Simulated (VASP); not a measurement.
AlN, 8 atoms in the cell. Symmetry: P6_3mc, No. 186, hexagonal system. The conventional cell has a = 3.097 Å, b = 3.097 Å, c = 10.034 Å, α = 90.00°, β = 90.00°, γ = 120.00°. Within 2.5 Å of Al (site symmetry 3m) lie 4 N at 1.89 to 1.90 Å. Within 2.5 Å of Al (site symmetry 3m) lie 4 N at 1.89 Å. Within 2.5 Å of N (site symmetry 3m) lie 4 Al at 1.89 to 1.90 Å. N (site symmetry 3m) has 4 Al at 1.89 Å within 2.5 Å. 

* Program: VASP 6.6.1
* Task: single point
* Functional: r2SCAN
* Potentials or basis: VASP PAW PBE potentials, release 64 (Al, N)
* Cutoff: 520 eV
* k mesh: 9 × 9 × 2
* Occupations: gaussian, width 0.01 eV
* Spin: no spin polarisation
* Dipole correction: no
* Further INCAR settings: ALGO = Normal; EDIFF = 1e-06; NBANDS = 26

Potentials or basis: VASP PAW PBE potentials, release 64 (Al, N).

Command:

```sh
$ cat potpaw_PBE.64/Al/POTCAR potpaw_PBE.64/N/POTCAR > POTCAR
$ cp INCAR.step1 INCAR
$ mpirun -np 1 vasp_std > vasp.out
$ cp INCAR.step2 INCAR
$ mpirun -np 1 vasp_std > vasp.out
```

Hardware: 1 thread of Intel Xeon 8259CL, on a shared host.

Question: How long does it take, and how much memory?

Answer: Wall time 3.8 min on 1 thread of Intel Xeon 8259CL, on a shared host, peak memory 0.22 GiB. Counts: k points 24.
